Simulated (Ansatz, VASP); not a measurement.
BAs: VASP beside Ansatz

```
B As
1.0
     3.22533    0.00000    0.00000
    -1.61266    2.79321    0.00000
     0.00000    0.00000    2.83939
B As
1 1
Direct
  0.00000 0.00000 0.00000
  0.33333 0.66667 0.50000
```

Change from the starting cell: species swapped into the LuZr type (P-6m2, No. 187).

Alike in both runs: functional PBE; k mesh 7 × 7 × 4; occupations gaussian, width 0.2 eV; no spin polarisation.

Ansatz relaxed the structure, and its values are those at the end. VASP's run is a single point on that final structure, the one shown.

|  | VASP | Ansatz |
| --- | --- | --- |
| version | VASP 6.6.1 | Ansatz 0.2.0 |
| potentials or method | VASP PAW PBE potentials, release 64 (B, As), cutoff 500 eV | scalar-relativistic, plane waves, PAW |
| valence electrons in the cell | 8 | 18 |

|  | VASP | Ansatz | Ansatz less VASP |
| --- | --- | --- | --- |
| gap on the k mesh at the Fermi level (eV) | none | none | - |
| pressure (GPa) | 0.3 | 0.0 | -0.32 |

A gap of «none» marks a metal or a gap that the smearing closes. VASP's potentials hold 8 valence electrons a cell and Ansatz's 18, so a difference there can come from the potentials and not from the codes.

The k mesh is coarse, so the values compare programs but aren't converged.
